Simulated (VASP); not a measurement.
InAs, 2 atoms in the cell. It takes space group F-43m (No. 216, cubic). Conventional cell: a = 6.036 Å, b = 6.036 Å, c = 6.036 Å, α = 90.00°, β = 90.00°, γ = 90.00°. In (site symmetry -43m) has 4 As at 2.61 Å within 3.4 Å. As (site symmetry -43m) has 4 In at 2.61 Å within 3.4 Å. 

```yaml
Program: VASP 6.6.1
Task: single point
Functional: HSE06
Potentials_or_basis: VASP PAW PBE potentials, release 64 (In_d, As)
Cutoff: 520 eV
k_mesh: 4 × 4 × 4
Occupations: fermi-dirac, width 0.05 eV
Spin: non-collinear spin, zero start, spin-orbit coupling
Starting_moments: "[[0.0, 0.0, 0.0], [0.0, 0.0, 0.0]] μB"
Dipole_correction: no
Grid_for_exact_exchange_PRECFOCK: Normal
Further_INCAR_settings: ALGO = Normal; EDIFF = 1e-06; NBANDS = 30
Share_of_exact_exchange: 0.25
Screening_parameter: 0.2079 1/Å
```

Potentials or basis: VASP PAW PBE potentials, release 64 (In_d, As).

The run is started by

```console
$ cat potpaw_PBE.64/In_d/POTCAR potpaw_PBE.64/As/POTCAR > POTCAR
$ cp INCAR.step1 INCAR
$ mpirun -np 1 vasp_ncl > vasp.out
$ cp INCAR.step2 INCAR
$ mpirun -np 1 vasp_ncl > vasp.out
```

Hardware: 1 thread of Intel(R) Xeon(R) Platinum 8259CL CPU @ 2.50GHz (Skylake/Cascade Lake) (shared host).

Problem. How long does it take, and how much memory?

Solution. Run time: 42 min on 1 thread of Intel(R) Xeon(R) Platinum 8259CL CPU @ 2.50GHz (Skylake/Cascade Lake), with other jobs on the host, peak memory 0.43 GiB. Counts: k points 10.
